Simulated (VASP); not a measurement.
# BiS (Pm-3m) in VASP: notebook, part 2 of 2

VASP 6.6.1. The steps go on from the part before.

## (3) Single point, PBEsol-based global hybrid with 25 % exact exchange

POSCAR

```
BiS
1.0
    4.0029443400      0.0000000000      0.0000000000
    0.0000000000      4.0029443400      0.0000000000
    0.0000000000      0.0000000000      4.0029443400
Bi S
1 1
Direct
    0.5000000000      0.5000000000      0.5000000000
    0.0000000000      0.0000000000      0.0000000000
```

INCAR.step1

```
  PREC = Accurate
  ENCUT = 520
  EDIFF = 1E-5
  ISMEAR = -1
  SIGMA = 0.05
  LREAL = False
  LASPH = True
  NELM = 100
  ALGO = Normal
  ISIF = 2
  LWAVE = True
  LCHARG = False
  NBANDS = 18
  GGA = PE
```

INCAR.step2

```
  PREC = Accurate
  ENCUT = 520
  EDIFF = 1E-6
  ISMEAR = -1
  SIGMA = 0.05
  LREAL = False
  LASPH = True
  NELM = 100
  ALGO = Normal
  ISIF = 2
  LWAVE = False
  LCHARG = False
  GGA = PS
  LHFCALC = True
  AEXX = 0.25
  PRECFOCK = Normal
  NBANDS = 18
  ISTART = 1
```

KPOINTS

```
Automatic mesh
0
Gamma
  4 4 4
```

Potentials or basis: VASP PAW PBE potentials, release 64 (Bi_d, S).

The run is started by

```
$ cat potpaw_PBE.64/Bi_d/POTCAR potpaw_PBE.64/S/POTCAR > POTCAR
$ cp INCAR.step1 INCAR
$ mpirun -np 1 vasp_std > vasp.out
$ cp INCAR.step2 INCAR
$ mpirun -np 1 vasp_std > vasp.out
```

Run time: 11 min. Hardware: 1 thread of Intel Xeon Platinum 8259CL at 2.50GHz (Skylake/Cascade Lake), shared host; peak memory 0.18 GiB.

It converged, with:

```
Free energy            : -9.9328 eV
Pressure               : -15.0 GPa
Band gap on the k mesh : zero (an odd number of electrons rules out a gap without spin polarisation)
```

Levels at points of the mesh, in eV from the Fermi level:
```csv
k point,band 8,band 9,band 10,band 11,band 12,band 13
"(0.00, 0.00, 0.00)",-2.82,-2.82,-2.82,3.66,3.66,3.66
"(0.50, 0.00, 0.00)",-2.37,-1.78,-1.78,-1.76,1.97,1.97
"(0.50, 0.50, 0.00)",-5.18,-5.18,-1.57,2.45,2.45,2.85
"(0.50, 0.50, 0.50)",-3.21,-3.21,-3.21,-1.95,-1.95,-1.95
```

Caveat: the k points lie up to 0.39 Å⁻¹ apart, too coarse for converged energies and pressures of a metal; the PAW data sets were made with another functional, which shifts forces and pressure a little; spin-orbit coupling is left out, which moves the levels of the heavy elements; an odd number of electrons without spin polarisation forces a metal; a magnetic or distorted state may lie lower.

## (4) Single point, r2SCAN50

POSCAR is that of step 3.

INCAR.step1

```
SYSTEM = BiS
PREC = Accurate
ENCUT = 440
EDIFF = 1E-5
ISMEAR = -1
SIGMA = 0.05
LREAL = .FALSE.
LASPH = .TRUE.
NELM = 120
ALGO = Normal
ISIF = 2
LWAVE = .TRUE.
GGA = PE
NBANDS = 18
GGA_COMPAT = .FALSE.
```

INCAR.step2

```
SYSTEM = BiS
PREC = Accurate
ENCUT = 440
EDIFF = 1E-6
ISMEAR = -1
SIGMA = 0.05
LREAL = .FALSE.
LASPH = .TRUE.
NELM = 120
ALGO = Normal
ISIF = 2
LWAVE = .FALSE.
LCHARG = .TRUE.
METAGGA = R2SCAN
LHFCALC = .TRUE.
AEXX = 0.5
LMIXTAU = .TRUE.
PRECFOCK = Normal
LELF = .TRUE.
LVHAR = .TRUE.
ISTART = 1
NBANDS = 18
GGA_COMPAT = .FALSE.
```

KPOINTS

```
Automatic mesh
0
G
  4 4 4
  0 0 0
```

Potentials or basis: VASP PAW PBE potentials, release 64 (Bi_d, S).

The run is started by

```
$ cat potpaw_PBE.64/Bi_d/POTCAR potpaw_PBE.64/S/POTCAR > POTCAR
$ cp INCAR.step1 INCAR
$ mpirun -np 1 vasp_std > vasp.out
$ cp INCAR.step2 INCAR
$ mpirun -np 1 vasp_std > vasp.out
```

OUTCAR:

```text
SYSTEM = BiS
   PREC = Accurate
   ENCUT = 440
   EDIFF = 1E-6
   ISMEAR = -1
   LREAL = .FALSE.
   LASPH = .TRUE.
   NELM = 120
   ISIF = 2
   METAGGA = R2SCAN
   LHFCALC = .TRUE.
   AEXX = 0.5
   PRECFOCK = Normal
   ISTART = 1

 ion  position               nearest neighbor table
   1  0.500  0.500  0.500-
   2  0.000  0.000  0.000-

  LATTYP: Found a simple cubic cell.
 ALAT       =     4.0029443400

  Lattice vectors:

 A1 = (   4.0029443400,   0.0000000000,   0.0000000000)
 A2 = (   0.0000000000,   4.0029443400,   0.0000000000)
 A3 = (   0.0000000000,   0.0000000000,   4.0029443400)

Analysis of symmetry for initial positions (statically):
=====================================================================
 Subroutine PRICEL returns:
 Original cell was already a primitive cell.

 Routine SETGRP: Setting up the symmetry group for a
 simple cubic supercell.

 Subroutine GETGRP returns: Found 48 space group operations
 (whereof 48 operations were pure point group operations)
 out of a pool of 48 trial point group operations.

The static configuration has the point symmetry O_h .

Analysis of symmetry for dynamics (positions and initial velocities):
=====================================================================
 Subroutine PRICEL returns:
 Original cell was already a primitive cell.

 Routine SETGRP: Setting up the symmetry group for a
 simple cubic supercell.

 Subroutine GETGRP returns: Found 48 space group operations
 (whereof 48 operations were pure point group operations)
 out of a pool of 48 trial point group operations.
[... 102 lines left out ...]
   EFERMI_NEDOS =   21; number of points for ismear=-14 and -15
   IALGO  =     38    algorithm
   IMIX   =      1    mixing-type and parameters
     AMIX     =   0.40;   BMIX     =  1.00
     AMIX_MAG =   1.60;   BMIX_MAG =  1.00
  volume/ion in A,a.u.               =      32.07       216.42
  Fermi-wavevector in a.u.,A,eV,Ry     =   1.128327  2.132229 17.321879  1.273122
  Thomas-Fermi vector in A             =   2.265017
   LORBIT       =      0    0 simple, 1 ext, 2 COOP (PROOUT), +10 PAW based schemes
   METAGGA = R2SCAN    functional components
   LHFCALC =     T    Hartree Fock is set to
   PRECFOCK=normal    Normal, Fast or Accurate (Low or Medium for compatibility)
   ENCUT4O =  -1.0   cutoff for four orbital integrals eV
   NKREDX  =     1    reduce k-point grid by
   NKREDY  =     1    reduce k-point grid by
   NKREDZ  =     1    reduce k-point grid by
   AEXX    =    0.5000 exact exchange contribution
   HFSCREEN=    0.0000 screening length (either q_TF or 0.3 A-1)
   HFSCREENC=   0.0000 screening length for correlation (either q_TF or 0.3 A-1)
   ENCUTFOCK=  -1.0 apply spherical cutoff to Coloumb kernel
   IVDW    =     0    specifies the selected vdW correction
   LEPSILON=     F    determine dielectric tensor
   LRPA    =     F    only Hartree local field effects (RPA)
 non-spin polarized calculation
  energy-cutoff  :      440.00
  volume of cell :       64.14
 maximum number of plane-waves:      1376
 NGX is ok and might be reduce to    28
  NGX = 24; NGY = 24; NGZ = 24

 number of electron      21.0000019 magnetization

 Free energy of the ion-electron system (eV)
  ---------------------------------------------------
  ext. energy  EPLUGINS =         0.00000000
  ---------------------------------------------------
  free energy    TOTEN  =       -41.95304307 eV

  energy without entropy =      -41.94110806  energy(sigma->0) =      -41.94707557

 E-fermi :   4.0119     XC(G=0):  -5.4745

 val. band max:        3.9772550836   @ k =   0.2500   0.2500   0.0000
 cond. band min:       5.1366643425   @ k =   0.5000   0.5000   0.2500
 fundamental gap:      1.1594092589
 Fermi energy:         4.0119127813

 k-point     1 :       0.0000    0.0000    0.0000
  band No.  band energies     occupation
      1     -25.1006      2.00000
      2     -25.1006      2.00000
      3     -25.0525      2.00000
      4     -25.0525      2.00000
      5     -25.0525      2.00000
      6     -13.1199      2.00000
[... 187 lines left out ...]
      5     -25.0477      2.00000
      6     -11.3563      2.00000
[... 10 lines left out ...]
     17      20.6164      0.00000
     18      20.6164      0.00000

------------------------ aborting loop because EDIFF is reached ----------------------------------------

  FORCE on cell =-STRESS in cart. coord.  units (eV):
  Direction    XX          YY          ZZ          XY          YZ          ZX
  --------------------------------------------------------------------------------------
  -------------------------------------------------------------------------------------
  Total       -6.1795155     -6.1795155     -6.1795155     -0.0000000     -0.0000000      0.0000000
  in kB     -154.3570101   -154.3570101   -154.3570101     -0.0000000     -0.0000000      0.0000000
  external PRESSURE =    -154.3570101 kB  Pullay stress =       0.0000000 kB

 VOLUME and BASIS-vectors are now :
 -----------------------------------------------------------------------------
  energy-cutoff  :      440.00
  volume of cell :       64.14
      direct lattice vectors                 reciprocal lattice vectors
     4.002944340  0.000000000  0.000000000     0.249816114  0.000000000  0.000000000
     0.000000000  4.002944340  0.000000000     0.000000000  0.249816114  0.000000000
     0.000000000  0.000000000  4.002944340     0.000000000  0.000000000  0.249816114

 POSITION                                       TOTAL-FORCE (eV/Angst)
 -----------------------------------------------------------------------------------
      2.00147      2.00147      2.00147         0.000000      0.000000      0.000000
      0.00000      0.00000      0.00000         0.000000      0.000000      0.000000
 -----------------------------------------------------------------------------------
    total drift:                               -0.000002     -0.000001     -0.000002

  FREE ENERGIE OF THE ION-ELECTRON SYSTEM (eV)
  ---------------------------------------------------
  free  energy   TOTEN  =       -41.9530430720 eV

  energy  without entropy=      -41.9411080632  energy(sigma->0) =      -41.94707557
```

Wall time 13 min (1 thread of Oxide Virtual Turin-like, shared host); peak memory 0.14 GiB.

What came out:

```yaml
Free_energy: -41.9530 eV
Pressure: -15.4 GPa
Band_gap_on_the_k_mesh: zero (an odd number of electrons rules out a gap without spin polarisation)
```

Caveat: the k points lie up to 0.39 Å⁻¹ apart, too coarse for converged energies and pressures of a metal; the PAW data sets were made with another functional, which shifts forces and pressure a little; spin-orbit coupling is left out, which moves the levels of the heavy elements; an odd number of electrons without spin polarisation forces a metal; a magnetic or distorted state may lie lower.

## (5) Single point, HSE06, non-collinear spin, zero start, spin-orbit coupling

POSCAR is that of step 4.

INCAR.step1

```
ALGO = Normal
EDIFF = 1E-5
ENCUT = 400
GGA = PE
GGA_COMPAT = F
ISIF = 2
ISMEAR = -1
LASPH = T
LNONCOLLINEAR = T
LORBIT = 11
LORBMOM = T
LREAL = F
LSORBIT = T
LWAVE = T
MAGMOM = 0 0 0 0 0 0
NBANDS = 33
NELM = 200
PREC = Accurate
SIGMA = 0.05
```

INCAR.step2

```
ALGO = Normal
EDIFF = 1E-6
ENCUT = 400
GGA = PE
GGA_COMPAT = F
HFSCREEN = 0.2079
ISIF = 2
ISMEAR = -1
ISTART = 1
LASPH = T
LCHARG = T
LHFCALC = T
LNONCOLLINEAR = T
LORBIT = 11
LORBMOM = T
LREAL = F
LSORBIT = T
LVHAR = T
LWAVE = F
MAGMOM = 0 0 0 0 0 0
NBANDS = 33
NELM = 200
PREC = Accurate
PRECFOCK = Normal
SIGMA = 0.05
```

KPOINTS

```
k-points
0
Gamma
  3 3 3
```

The run is started by

```
$ cat potpaw_PBE.64/Bi_d/POTCAR potpaw_PBE.64/S/POTCAR > POTCAR
$ cp INCAR.step1 INCAR
$ mpirun -np 1 vasp_ncl > vasp.out
$ cp INCAR.step2 INCAR
$ mpirun -np 1 vasp_ncl > vasp.out
```

It took 6.7 min on 1 thread of Oxide Virtual Turin-like, shared host; peak memory 0.32 GiB.

The run converged. Its results:

```
Free energy                                           : -9.4179 eV
Pressure                                              : -10.7 GPa
Net moment                                            : 0.00 μB per cell
Valence electrons inside the program's atomic spheres : Bi 12.50; S 3.57
```

Moments on the atoms (μB; x, y, z):
```
Bi  0.00 0.00 0.00
S   0.00 0.00 0.00
```

Caveat: the k points lie up to 0.52 Å⁻¹ apart; the PAW data sets were made with another functional, which shifts forces and pressure a little.

## (6) The runs side by side

```tsv
level	spin	k mesh	cutoff (eV)	share of exact exchange	screening parameter	gap on the mesh (eV)	pressure (GPa)
PBE0	off	4 × 4 × 4	520	0.25	-	none	-13.6
PBEsol-based global hybrid with 25 % exact exchange	off	4 × 4 × 4	520	0.25	-	none	-15.0
r2SCAN50	off	4 × 4 × 4	440	0.5	-	none	-15.4
HSE06	non-collinear, zero start, SOC	3 × 3 × 3	400	0.25	0.2079 1/Å	-	-10.7
```

Alike in all rows: task single point; potentials or basis VASP PAW PBE potentials, release 64 (Bi_d, S); cell as given; smearing fermi-dirac 0.05 eV.

Caveats: all runs use coarse meshes; the PAW data sets were made with another functional, which shifts forces and pressure a little; spin-orbit coupling is left out, which moves the levels of the heavy elements (at least some runs); an odd number of electrons without spin polarisation forces a metal (at least some runs); a magnetic or distorted state may lie lower (at least some runs).

Total energies depend on the potentials used, so only differences within one code and one set of settings carry meaning.

The gap in the log of VASP goes by the Fermi energy; the results here count the filled bands.